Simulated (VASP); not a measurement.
# KCl (P4/mmm) in VASP: further runs, part 2 of 2

VASP 6.6.1. Earlier steps stand in the parts before.

### 3 Single point, PBE (zz strain of -1 %)

Contents of INCAR:

```
SYSTEM = KCl
  PREC = Accurate
  ENCUT = 520
  EDIFF = 1E-6
  ISMEAR = -1
  SIGMA = 0.02
  LREAL = .False.
  LASPH = .True.
  NELM = 60
  ALGO = Normal
  ISIF = 2
  LWAVE = .False.
  LCHARG = .False.
  GGA = PE
  NBANDS = 15
```

Contents of KPOINTS:

```
Automatic mesh
0
Gamma
  7 7 7
  0 0 0
```

Contents of POSCAR:

```
KCl
1.0
    3.6340000000      0.0000000000      0.0000000000
    0.0000000000      3.6340000000      0.0000000000
    0.0000000000      0.0000000000      3.5976600000
K Cl
1 1
Direct
    0.0000000000      0.0000000000      0.0000000000
    0.5000000000      0.5000000000      0.5000000000
```

Potentials or basis: VASP PAW PBE potentials, release 64 (K_sv, Cl).

Started as:

```bash
cat potpaw_PBE.64/K_sv/POTCAR potpaw_PBE.64/Cl/POTCAR > POTCAR
mpirun -np 1 vasp_std > vasp.out
```

OUTCAR:

```text
SYSTEM = KCl
   PREC = Accurate
   ENCUT = 520
   EDIFF = 1E-6
   ISMEAR = -1
   LREAL = .False.
   LASPH = .True.
   NELM = 60
   ISIF = 2
   GGA = PE

 ion  position               nearest neighbor table
   1  0.000  0.000  0.000-   2 3.14   2 3.14   2 3.14   2 3.14   2 3.14   2 3.14   2 3.14   2 3.14

   2  0.500  0.500  0.500-   1 3.14   1 3.14   1 3.14   1 3.14   1 3.14   1 3.14   1 3.14   1 3.14

  LATTYP: Found a simple tetragonal cell.
 ALAT       =     3.6340000000
 C/A-ratio  =     0.9900000000

  Lattice vectors:

 A1 = (   3.6340000000,   0.0000000000,   0.0000000000)
 A2 = (   0.0000000000,   3.6340000000,   0.0000000000)
 A3 = (   0.0000000000,   0.0000000000,   3.5976600000)

Analysis of symmetry for initial positions (statically):
=====================================================================
 Subroutine PRICEL returns:
 Original cell was already a primitive cell.

 Routine SETGRP: Setting up the symmetry group for a
 simple tetragonal supercell.

 Subroutine GETGRP returns: Found 16 space group operations
 (whereof 16 operations were pure point group operations)
 out of a pool of 16 trial point group operations.

The static configuration has the point symmetry D_4h.

Analysis of symmetry for dynamics (positions and initial velocities):
=====================================================================
 Subroutine PRICEL returns:
 Original cell was already a primitive cell.

 Routine SETGRP: Setting up the symmetry group for a
 simple tetragonal supercell.

 Subroutine GETGRP returns: Found 16 space group operations
 (whereof 16 operations were pure point group operations)
 out of a pool of 16 trial point group operations.

The dynamic configuration has the point symmetry D_4h.

 Subroutine INISYM returns: Found 16 space group operations
 (whereof 16 operations are pure point group operations),
 and found     1 'primitive' translations

----------------------------------------------------------------------------------------

                                     Primitive cell

  volume of cell :      47.5105

  direct lattice vectors                    reciprocal lattice vectors
     3.634000000  0.000000000  0.000000000     0.275178866  0.000000000  0.000000000
     0.000000000  3.634000000  0.000000000     0.000000000  0.275178866  0.000000000
     0.000000000  0.000000000  3.597660000     0.000000000  0.000000000  0.277958451

  length of vectors
     3.634000000  3.634000000  3.597660000     0.275178866  0.275178866  0.277958451

  position of ions in fractional coordinates (direct lattice)
     0.000000000  0.000000000  0.000000000
     0.500000000  0.500000000  0.500000000

  ion indices of the primitive-cell ions
   primitive index   ion index
                 1           1
                 2           2

----------------------------------------------------------------------------------------

 KPOINTS: Automatic mesh

Automatic generation of k-mesh.
 Grid dimensions read from file:
 generate k-points for:    7    7    7

 Generating k-lattice:

  Cartesian coordinates                     Fractional coordinates (reciprocal lattice)
     0.039311267  0.000000000  0.000000000     0.142857143  0.000000000  0.000000000
     0.000000000  0.039311267  0.000000000     0.000000000  0.142857143  0.000000000
     0.000000000  0.000000000  0.039708350     0.000000000  0.000000000  0.142857143

  Length of vectors
     0.039311267  0.039311267  0.039708350

  Shift w.r.t. Gamma in fractional coordinates (k-lattice)
     0.000000000  0.000000000  0.000000000

 Subroutine IBZKPT returns following result:
 ===========================================

 Found     40 irreducible k-points:

 Following reciprocal coordinates:
            Coordinates               Weight
  0.000000  0.000000  0.000000      1.000000
  0.142857  0.000000  0.000000      4.000000
  0.285714  0.000000  0.000000      4.000000
  0.428571  0.000000  0.000000      4.000000
  0.142857  0.142857  0.000000      4.000000
  0.285714  0.142857  0.000000      8.000000
[... 16 lines left out ...]
  0.285714  0.000000  0.285714      8.000000
  0.428571  0.000000  0.285714      8.000000
 [... further k-points ...]
   k-points           NKPTS =     40   k-points in BZ     NKDIM =     40   number of bands    NBANDS=     15
   number of dos      NEDOS =    301   number of ions     NIONS =      2
   total plane-waves  NPLWV =  21952
   dimension x,y,z NGX =    28 NGY =   28 NGZ =   28
   dimension x,y,z NGXF=    56 NGYF=   56 NGZF=   56
   ions per type =               1   1
   NGX,Y,Z   is equivalent  to a cutoff of  12.81, 12.81, 12.94 a.u.
   NGXF,Y,Z  is equivalent  to a cutoff of  25.62, 25.62, 25.88 a.u.
 SYSTEM =  KCl
   PREC   = accura    normal or accurate (medium, high low for compatibility)
   ISTART =      0    job   : 0-new  1-cont  2-samecut
   ICHARG =      2    charge: 1-file 2-atom 10-const
   ISPIN  =      1    spin polarized calculation?
   LNONCOLLINEAR =      F non collinear calculations
   LSORBIT =      F    spin-orbit coupling
   LASPH  =      T    aspherical Exc in radial PAW
   ENCUT  =  520.0 eV  38.22 Ry    6.18 a.u.   6.76  6.76  6.69*2*pi/ulx,y,z
   NELM   =     60;   NELMIN=  2; NELMDL= -5     # of ELM steps
   EDIFF  = 0.1E-05   stopping-criterion for ELM
   LREAL  =      F    real-space projection
   EDIFFG = 0.1E-04   stopping-criterion for IOM
   NSW    =      0    number of steps for IOM
   IBRION =     -1    ionic relax: 0-MD 1-quasi-New 2-CG
   NFREE  =      0    steps in history (QN), initial steepest desc. (CG)
   ISIF   =      2    stress and relaxation
   ISYM   =      2    0-nonsym 1-usesym 2-fastsym
   POTIM  = 0.5000    time-step for ionic-motion
   TEBEG  =    0.0;   TEEND  =   0.0 temperature during run
   PSTRESS=    0.0 pullay stress
   NELECT =      16.0000    total number of electrons
   NUPDOWN=      -1.0000    fix difference up-down
   EMIN   =  10.00;   EMAX   =-10.00  energy-range for DOS
   EFERMI =   0.00;   METHOD = LEGACY
   ISMEAR =    -1;   SIGMA  =   0.02  broadening in eV -4-tet -1-fermi 0-gaus
   EFERMI_NEDOS =   21; number of points for ismear=-14 and -15
   IALGO  =     38    algorithm
   IMIX   =      4    mixing-type and parameters
     AMIX     =   0.40;   BMIX     =  1.00
     AMIX_MAG =   1.60;   BMIX_MAG =  1.00
  volume/ion in A,a.u.               =      23.76       160.31
  Fermi-wavevector in a.u.,A,eV,Ry     =   1.138985  2.152370 17.650672  1.297288
  Thomas-Fermi vector in A             =   2.275689
   LORBIT       =      0    0 simple, 1 ext, 2 COOP (PROOUT), +10 PAW based schemes
   GGA     = PE    functional components
[... 5 lines left out ...]
 non-spin polarized calculation
  energy-cutoff  :      520.00
  volume of cell :       47.51
 maximum number of plane-waves:      1301
 NGX is ok and might be reduce to    28
   NGX = 13   NGY = 13   NGZ = 13

 number of electron      16.0000003 magnetization

 Free energy of the ion-electron system (eV)
  ---------------------------------------------------
  ext. energy  EPLUGINS =         0.00000000
  ---------------------------------------------------
  free energy    TOTEN  =        -6.53524671 eV

  energy without entropy =       -6.53524671  energy(sigma->0) =       -6.53524671

 E-fermi :   0.5953     XC(G=0):  -8.8558

 val. band max:        0.1354875154   @ k =   0.4286   0.4286   0.0000
 cond. band min:       5.7620931620   @ k =   0.0000   0.0000   0.0000
 fundamental gap:      5.6266056466
 Fermi energy:         0.5953123928

 k-point     1 :       0.0000    0.0000    0.0000
  band No.  band energies     occupation
      1     -27.6769      2.00000
      2     -12.8110      2.00000
      3     -11.0231      2.00000
      4     -11.0231      2.00000
      5     -11.0121      2.00000
      6      -0.1250      2.00000
      7      -0.1250      2.00000
      8      -0.0600      2.00000
      9       5.7621      0.00000
     10       6.4578      0.00000
     11       6.5085      0.00000
     12      11.1604      0.00000
     13      11.2450      0.00000
     14      11.2450      0.00000
     15      14.3597      0.00000
[... 397 lines left out ...]
 k-point    24 :       0.4286    0.0000    0.2857
  band No.  band energies     occupation
      1     -27.6159      2.00000
      2     -12.7371      2.00000
      3     -11.2643      2.00000
      4     -11.0573      2.00000
      5     -10.9408      2.00000
      6      -1.5979      2.00000
      7      -0.9524      2.00000
      8      -0.0241      2.00000
      9       7.2354      0.00000
     10       8.0239      0.00000
     11       9.6746      0.00000
     12      10.0882      0.00000
     13      10.2633      0.00000
     14      11.5383      0.00000
     15      13.0117      0.00000

 [... further k-points ...]
[... 5 lines left out ...]
  --------------------------------------------------------------------------------------
  -------------------------------------------------------------------------------------
  Total        1.4103306      1.4103306      1.5676451      0.0000000      0.0000000      0.0000000
  in kB       47.5599671     47.5599671     52.8650149      0.0000000      0.0000000      0.0000000
  external PRESSURE =      49.3283164 kB  Pullay stress =       0.0000000 kB

 VOLUME and BASIS-vectors are now :
 -----------------------------------------------------------------------------
  energy-cutoff  :      520.00
  volume of cell :       47.51
      direct lattice vectors                 reciprocal lattice vectors
     3.634000000  0.000000000  0.000000000     0.275178866  0.000000000  0.000000000
     0.000000000  3.634000000  0.000000000     0.000000000  0.275178866  0.000000000
     0.000000000  0.000000000  3.597660000     0.000000000  0.000000000  0.277958451

 POSITION                                       TOTAL-FORCE (eV/Angst)
 -----------------------------------------------------------------------------------
      0.00000      0.00000      0.00000         0.000000      0.000000      0.000000
      1.81700      1.81700      1.79883         0.000000      0.000000      0.000000
 -----------------------------------------------------------------------------------
    total drift:                               -0.000000      0.000000      0.000000

  FREE ENERGIE OF THE ION-ELECTRON SYSTEM (eV)
  ---------------------------------------------------
  free  energy   TOTEN  =        -6.5352467147 eV

  energy  without entropy=       -6.5352467147  energy(sigma->0) =       -6.53524671
```

Run time: 12 s. Hardware: 1 thread of Intel Xeon Platinum 8488C (Sapphire Rapids), shared host; peak memory 0.16 GiB.

Results:

* Free energy: -6.5352 eV
* Pressure: 4.9 GPa
* Band gap on the k mesh: 5.63 eV, indirect (least direct gap 5.82 eV)

Stress tensor (GPa, compression positive):
```
4.76 0.00 0.00
0.00 4.76 0.00
0.00 0.00 5.29
```

Levels at points of the mesh, in eV from the valence-band top:
```tsv
k point	band 6	band 7	band 8	band 9	band 10	band 11
(0.00, 0.00, 0.00)	-0.26	-0.26	-0.20	5.63	6.32	6.37
```

Caveat: the cell differs from its parent crystal (zz strain of -1 %). A k mesh can miss the band edges.

### 4 Single point, PBE (zz strain of +2 %)

Contents of INCAR:

```
SYSTEM = KCl
  PREC = Accurate
  ENCUT = 520
  EDIFF = 1E-7
  ISMEAR = -1
  SIGMA = 0.02
  LREAL = .False.
  LASPH = .True.
  NELM = 60
  ALGO = Normal
  ISIF = 2
  LWAVE = .False.
  LCHARG = .True.
  GGA = PE
  LELF = .True.
  LVHAR = .True.
  NBANDS = 15
```

KPOINTS is that of step 3.

Changes to POSCAR since step 3:

```diff
@@ -4,3 +4,3 @@
     0.0000000000      3.6340000000      0.0000000000
-    0.0000000000      0.0000000000      3.5976600000
+    0.0000000000      0.0000000000      3.7066800000
 K Cl
```

Started as:

```bash
cat potpaw_PBE.64/K_sv/POTCAR potpaw_PBE.64/Cl/POTCAR > POTCAR
mpirun -np 1 vasp_std > vasp.out
```

Wall time 14 s (1 thread of Intel Xeon Platinum 8488C (Sapphire Rapids), shared host); peak memory 0.16 GiB.

The run converged. Its results:

```yaml
Free_energy: -6.5733 eV
Pressure: 3.8 GPa
Band_gap_on_the_k_mesh: 5.46 eV, indirect (least direct gap 5.65 eV)
```

Stress tensor (GPa, compression positive):
```
4.12 0.00 0.00
0.00 4.12 0.00
0.00 0.00 3.13
```

Levels at points of the mesh, in eV from the valence-band top:
| k point | band 6 | band 7 | band 8 | band 9 | band 10 | band 11 |
| --- | --- | --- | --- | --- | --- | --- |
| (0.00, 0.00, 0.00) | -0.32 | -0.19 | -0.19 | 5.46 | 6.36 | 6.44 |

Caveat: the cell differs from its parent crystal (zz strain of +2 %).

### 5 Single point, PBE (equal xx and yy strain of -2 %)

Contents of INCAR:

```
SYSTEM = KCl
  PREC = Accurate
  ENCUT = 520
  EDIFF = 1E-6
  ISMEAR = -1
  SIGMA = 0.02
  LREAL = .False.
  LASPH = .True.
  NELM = 100
  ALGO = Normal
  ISIF = 2
  LWAVE = .False.
  LCHARG = .False.
  GGA = PE
  NBANDS = 15
```

KPOINTS is that of step 4.

Contents of POSCAR:

```
KCl
1.0
    3.5613200000      0.0000000000      0.0000000000
    0.0000000000      3.5613200000      0.0000000000
    0.0000000000      0.0000000000      3.6340000000
K Cl
1 1
Direct
    0.0000000000      0.0000000000      0.0000000000
    0.5000000000      0.5000000000      0.5000000000
```

Started as:

```bash
cat potpaw_PBE.64/K_sv/POTCAR potpaw_PBE.64/Cl/POTCAR > POTCAR
mpirun -np 1 vasp_std > vasp.out
```

It took 58 s on 1 thread of AMD EPYC 7R13, shared host; peak memory 0.14 GiB.

It converged, with:

```yaml
Free_energy: -6.4838 eV
Pressure: 6.2 GPa
Band_gap_on_the_k_mesh: 5.78 eV, indirect (least direct gap 5.98 eV)
```

Stress tensor (GPa, compression positive):
```
6.61 0.00 0.00
0.00 6.61 0.00
0.00 0.00 5.51
```

Levels at points of the mesh, in eV from the valence-band top:
```csv
k point,band 4,band 5,band 6,band 7,band 8,band 9,band 10,band 11,band 12,band 13
"(0.00, 0.00, 0.00)",-11.11,-11.11,-0.33,-0.20,-0.20,5.78,6.26,6.34,11.09,11.09
```

Caveat: the cell differs from its parent crystal (equal xx and yy strain of -2 %).

### 6 Overview

| cell | gap on the mesh (eV) | pressure (GPa) |
| --- | --- | --- |
| a = 3.634, b = 3.634, c = 3.525 Å, 2 atoms | 5.64 | 5.8 |
| a = 3.634, b = 3.634, c = 3.598 Å, 2 atoms | 5.63 | 4.9 |
| a = 3.634, b = 3.634, c = 3.707 Å, 2 atoms | 5.46 | 3.8 |
| a = 3.561, b = 3.561, c = 3.634 Å, 2 atoms | 5.78 | 6.2 |

Alike in all rows: task single point; level PBE; potentials or basis VASP PAW PBE potentials, release 64 (K_sv, Cl); no spin polarisation; k mesh 7 × 7 × 7; cutoff (eV) 520; smearing fermi-dirac 0.02 eV.

Absolute energies hang on the potentials; compare differences alone.
